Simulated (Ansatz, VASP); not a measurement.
# CdS in VASP and in Ansatz

File POSCAR:

```
CdS
1.0
    0.0000000000      2.5639879845      2.7267765442
    2.5639879845      0.0000000000      2.7267765442
    2.5639879845      2.5639879845      0.0000000000
Cd S
1 1
Direct
    0.0000000000      0.0000000000      0.0000000000
    0.5000000000      0.5000000000      0.5000000000
```

INCAR.step1

```
PREC     = Accurate       # precision mode
ENCUT    = 520            # plane-wave cutoff, eV
ISMEAR   = -1             # smearing method
SIGMA    = 0.02           # smearing width, eV
LREAL    = False          # projectors in reciprocal space
LASPH    = True           # aspherical terms in the spheres
NELM     = 60             # most SCF steps
NBANDS   = 16             # bands
GGA      = PE             # functional
ALGO     = Normal         # electronic algorithm
EDIFF    = 1E-4           # SCF threshold, eV
LWAVE    = True           # write WAVECAR
LCHARG   = False          # write CHGCAR
```

INCAR.step2

```
PREC     = Accurate       # precision mode
ENCUT    = 520            # plane-wave cutoff, eV
EDIFF    = 1E-6           # SCF threshold, eV
ISMEAR   = -1             # smearing method
SIGMA    = 0.02           # smearing width, eV
LREAL    = False          # projectors in reciprocal space
LASPH    = True           # aspherical terms in the spheres
NELM     = 60             # most SCF steps
ALGO     = Normal         # electronic algorithm
ISIF     = 2              # what is computed and relaxed
LWAVE    = False          # write WAVECAR
LCHARG   = False          # write CHGCAR
METAGGA  = R2SCAN         # meta-GGA
LMIXTAU  = True         
NBANDS   = 16             # bands
ISTART   = 1
```

File KPOINTS:

```
regular mesh
0
Gamma
  8 8 8
```

Input for Ansatz:

```yaml
crystal:
  lattice:
    - [0.0, 2.5639879845, 2.7267765442]
    - [2.5639879845, 0.0, 2.7267765442]
    - [2.5639879845, 2.5639879845, 0.0]
  atoms:
    - { symbol: Cd, position: [0.0, 0.0, 0.0] }
    - { symbol: S, position: [0.5, 0.5, 0.5] }
kpoints:
  mp_grid: { grid: [8, 8, 8] }
  band_path:
    path:
      - [0.0, 0.0, 0.0]
      - [0.5, 0.0, 0.5]
      - [0.625, 0.25, 0.625]
      - [0.375, 0.375, 0.75]
      - [0.5, 0.5, 0.5]
      - [0.5, 0.25, 0.75]
    npoints: 1
hamiltonian:
  xc: r2scan
scf:
  occupations: { method: fermi_dirac, width: 0.02 }
  n_extra_bands: 4
output:
  forces: true
  stress: true
  eigenvalues: true
```

Change from the starting cell: biaxial_xy strain -6.0%.

Alike in both runs: task single point; functional r2SCAN; k mesh 8 × 8 × 8; occupations fermi-dirac, width 0.02 eV; no spin polarisation.

|  | VASP | Ansatz |
| --- | --- | --- |
| version | VASP 6.6.1 | Ansatz 0.2.0 |
| potentials or method | VASP PAW PBE potentials, release 64 (Cd, S) | plane waves, PAW |
| plane-wave cutoff (eV) | 520 | 500 |
| valence electrons in the cell | 18 | 26 |

|  | VASP | Ansatz | Ansatz less VASP |
| --- | --- | --- | --- |
| pressure (GPa) | 15.2 | 14.3 | -0.87 |
| traceless stress, the component that is largest in VASP (GPa) | -6.92 | -6.67 | +0.254 |

VASP's potentials were made for PBE, not for r2SCAN. VASP's potentials hold 18 valence electrons a cell and Ansatz's 26, so a difference there can come from the potentials and not from the codes.
